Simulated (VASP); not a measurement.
In4P:

```
In P
1.0
    -3.43947    3.43947    3.43947
     3.43947   -3.43947    3.43947
     3.43947    3.43947   -3.43947
In P
4 1
Cartesian
  2.5669 2.5669 -2.5669
  -2.5669 2.5669 2.5669
  2.5669 -2.5669 2.5669
  0.8725 0.8725 0.8725
  0.0000 0.0000 0.0000
```

```yaml
Program: VASP 6.6.1
Task: relaxation of cell and atoms
Functional: PBE
Potentials_or_basis: VASP PAW PBE potentials, release 64 (In_d, P)
Cutoff: 600 eV
k_mesh: 4 × 4 × 4
Occupations: gaussian, width 0.1 eV
Spin: no spin polarisation
```

At the start: pressure 149.0 GPa; volume 32.55 Å³/atom.

Task: Where does the relaxation end?

Result: Over 30 steps the energy falls by 15988.1 meV/atom and the volume is 27.72 Å³/atom (-14.8 %); space group Im-3m (No. 229, to 0.05 Å).

Step by step:
```
step  energy change (eV)  largest force (eV/Å)  pressure (GPa)  volume (Å³)
   1              0.0000               77.5037          149.04       162.76
   2            482.3241                2.4442         -121.67      2425.36
   3            -77.4804                1.4782            1.12       331.90
   4            -77.5317                1.4433            1.06       327.71
   5            -78.6134                0.8581            0.37       235.70
   6            -78.9457                0.5303            0.75       196.98
   7            -79.0246                0.5844            0.97       179.32
   8            -79.0817                0.6755            0.79       170.91
   9            -79.1216                0.7279            0.66       166.80
  10            -79.1445                0.7572            0.59       164.77
  11            -79.1567                0.7701            0.58       163.76
  12            -79.1630                0.7771            0.66       163.26
  13            -79.1661                0.7806            0.61       163.01
  14            -79.1677                0.7824            0.61       162.88
  15            -79.1685                0.7828            0.61       162.82
  16            -79.1689                0.7833            0.61       162.79
  17            -79.1691                0.7834            0.60       162.77
  18            -79.1692                0.7840            0.60       162.76
  19            -79.1692                0.7843            0.59       162.76
  20            -79.2528                0.5716           -0.33       165.03
  21            -79.3198                0.2675           -1.73       169.55
  22            -79.4073                0.3154           -1.89       164.93
  23            -79.6757                0.3604           -1.39       151.56
  24            -79.7856                0.1795            4.29       127.02
  25            -79.8467                0.3507            0.72       138.33
  26            -79.8581                0.3265            1.39       135.36
  27            -79.9177                0.1155            1.17       134.75
  28            -79.9248                0.0159            1.24       134.46
  29            -79.9378                0.0259           -0.45       140.31
  30            -79.9403                0.0233            0.02       138.59
```

Final structure:
```
In P
1.0
    -3.26004    3.26004    3.26004
     3.26004   -3.26004    3.26004
     3.26004    3.26004   -3.26004
In P
4 1
Cartesian
  1.6245 1.6245 -1.6245
  1.6356 -1.6356 4.8845
  1.6245 -1.6245 1.6245
  1.6356 1.6356 1.6356
  0.0000 0.0000 0.0000
```
